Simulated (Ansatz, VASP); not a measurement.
# One calculation of P, two programs

```
P
1.0
     1.61411   -5.35348    0.00000
     1.61411    5.35348    0.00000
     0.00000    0.00000    4.45088
P
4
Direct
  0.90414 0.09586 0.58882
  0.09586 0.90414 0.41118
  0.59586 0.40414 0.08882
  0.40414 0.59586 0.91118
```

Alike in both runs: task single point; functional LDA; k mesh 8 × 8 × 6; occupations fermi-dirac, width 0.05 eV; no spin polarisation.

|  | VASP | Ansatz |
| --- | --- | --- |
| version | VASP 6.6.1 | Ansatz 0.2.0 |
| potentials or method | VASP PAW LDA potentials, release 64 (P) | Ansatz PAW |
| plane-wave cutoff (eV) | 520 | 420 |
| valence electrons in the cell | 20 | 20 |

Ansatz gave:

| Property | Result |
| --- | --- |
| gap on the k mesh at the Fermi level (eV) | 0.08 |
| least direct gap on the mesh (eV) | 0.08 |
| pressure (GPa) | 2.9 |
| traceless stress, the component that is largest in VASP (GPa) | 0.72 |
| rms of the force components (eV/Å) | 0.428 |

Estimate VASP's values.

gap on the k mesh at the Fermi level (eV): 0.08; least direct gap on the mesh (eV): 0.08; pressure (GPa): 2.6; traceless stress, the component that is largest in VASP (GPa): 0.74; rms of the force components (eV/Å): 0.400.

LDA's correlation is that of Perdew and Zunger in VASP and of Perdew and Wang (1992) in Ansatz. Atom by atom the forces differ by 0.029 eV/Å (rms over components).
